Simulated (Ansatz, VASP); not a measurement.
# Two plane-wave programs on Mg2ScAuC6N6

INCAR

```
SYSTEM = Mg2ScAuC6N6
PREC     = Accurate       ! precision mode
ENCUT    = 520            ! plane-wave cutoff, eV
EDIFF    = 1E-6           ! SCF threshold, eV
ISMEAR   = 0              ! smearing method
SIGMA    = 0.1            ! smearing width, eV
LREAL    = Auto         
LASPH    = .TRUE.         ! aspherical terms in the spheres
NELM     = 60             ! most SCF steps
ALGO     = Normal         ! electronic algorithm
ISIF     = 2              ! what is computed and relaxed
LWAVE    = .FALSE.        ! write WAVECAR
LCHARG   = .FALSE.        ! write CHGCAR
GGA      = PE             ! functional
NBANDS   = 54             ! bands
```

KPOINTS

```
Automatic mesh
0
G
  4 4 4
  0 0 0
```

POSCAR

```
Mg2ScAuC6N6
1.0
    0.0000000000      5.1995000000      5.1995000000
    5.1995000000      0.0000000000      5.1995000000
    5.1995000000      5.1995000000      0.0000000000
Mg Sc C Au N
2 1 6 1 6
Direct
    0.2500000000      0.2500000000      0.2500000000
    0.7500000000      0.7500000000      0.7500000000
    0.0000000000      0.0000000000      0.0000000000
    0.8055582300      0.1944417700      0.1944417700
    0.1944417700      0.8055582300      0.1944417700
    0.1944417700      0.1944417700      0.8055582300
    0.1944417700      0.8055582300      0.8055582300
    0.8055582300      0.1944417700      0.8055582300
    0.8055582300      0.8055582300      0.1944417700
    0.5000000000      0.5000000000      0.5000000000
    0.6930474100      0.3069525900      0.3069525900
    0.3069525900      0.6930474100      0.3069525900
    0.3069525900      0.3069525900      0.6930474100
    0.3069525900      0.6930474100      0.6930474100
    0.6930474100      0.3069525900      0.6930474100
    0.6930474100      0.6930474100      0.3069525900
```

Input for Ansatz:

```yaml
crystal:
  lattice:
    - [0.0, 5.1995, 5.1995]
    - [5.1995, 0.0, 5.1995]
    - [5.1995, 5.1995, 0.0]
  atoms:
    - { symbol: Mg, position: [0.25, 0.25, 0.25] }
    - { symbol: Mg, position: [0.75, 0.75, 0.75] }
    - { symbol: Sc, position: [0.0, 0.0, 0.0] }
    - { symbol: C, position: [0.80555823, 0.19444177, 0.19444177] }
    - { symbol: C, position: [0.19444177, 0.80555823, 0.19444177] }
    - { symbol: C, position: [0.19444177, 0.19444177, 0.80555823] }
    - { symbol: C, position: [0.19444177, 0.80555823, 0.80555823] }
    - { symbol: C, position: [0.80555823, 0.19444177, 0.80555823] }
    - { symbol: C, position: [0.80555823, 0.80555823, 0.19444177] }
    - { symbol: Au, position: [0.5, 0.5, 0.5] }
    - { symbol: "N", position: [0.69304741, 0.30695259, 0.30695259] }
    - { symbol: "N", position: [0.30695259, 0.69304741, 0.30695259] }
    - { symbol: "N", position: [0.30695259, 0.30695259, 0.69304741] }
    - { symbol: "N", position: [0.30695259, 0.69304741, 0.69304741] }
    - { symbol: "N", position: [0.69304741, 0.30695259, 0.69304741] }
    - { symbol: "N", position: [0.69304741, 0.69304741, 0.30695259] }
basis:
  ecutwfc: 420
kpoints:
  mp_grid: { grid: [4, 4, 4] }
hamiltonian:
  xc: pbe
scf:
  occupations: { method: gaussian, width: 0.1 }
  lower_state_search: "off"
output:
  forces: true
  stress: true
  eigenvalues: true
```

Alike in both runs: task single point; functional PBE; k mesh 4 × 4 × 4; occupations gaussian, width 0.1 eV; no spin polarisation.

```csv
,VASP,Ansatz
version,VASP 6.6.1,Ansatz 0.2.0
potentials or method,"VASP PAW PBE potentials, release 64 (Mg, Sc_sv, C, Au, N), cutoff 520 eV","scalar-relativistic, plane waves, PAW"
valence electrons in the cell,80,104
```

```tsv
	VASP	Ansatz	Ansatz less VASP
gap on the k mesh at the Fermi level (eV)	none	none	-
pressure (GPa)	20.0	19.5	-0.42
rms of the force components (eV/Å)	1.526	1.696	+0.1699
```

Atom by atom the forces differ by 0.176 eV/Å (rms over components). A gap of «none» marks a metal or a gap that the smearing closes. With one functional, cell and mesh, what is left measures potentials, basis and numerics. VASP's potentials hold 80 valence electrons a cell and Ansatz's 104, so a difference there can come from the potentials and not from the codes.

Neither program's run includes spin-orbit coupling. Noted on VASP's run: the standard files for N, O and F lose accuracy on very short bonds.
